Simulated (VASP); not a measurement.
Input of a VASP 6.6.1 run:

INCAR

```
SYSTEM = PbSe
ALGO = Normal ; EDIFF = 1E-8
ENCUT = 520 ; GGA = PE
ISIF = 2 ; ISMEAR = -1
LASPH = .True. ; LCHARG = .False.
LEFG = .True. ; LREAL = .False.
LWAVE = .False. ; NBANDS = 17
NELM = 60 ; PREC = Accurate
SIGMA = 0.01
```

The input KPOINTS:

```
k-points
0
Gamma
  9 9 9
  0 0 0
```

File POSCAR:

```
PbSe
1.0
    0.0000000000      3.0824297301      3.0824297301
    3.0824297301      0.0000000000      3.0824297301
    3.0824297301      3.0824297301      0.0000000000
Pb Se
1 1
Direct
    0.0000000000      0.0000000000      0.0000000000
    0.5000000000      0.5000000000      0.5000000000
```

Potentials or basis: VASP PAW PBE potentials, release 64 (Pb_d, Se).

Launch:

```bash
$ cat potpaw_PBE.64/Pb_d/POTCAR potpaw_PBE.64/Se/POTCAR > POTCAR
$ mpirun -np 1 vasp_std > vasp.out
```

Task: Estimate the pressure.

Result: 1.2 GPa.

Caveat: without QUAD_EFG the Cq values of the log hold for a quadrupole moment of 1 mb, not for the nuclei.
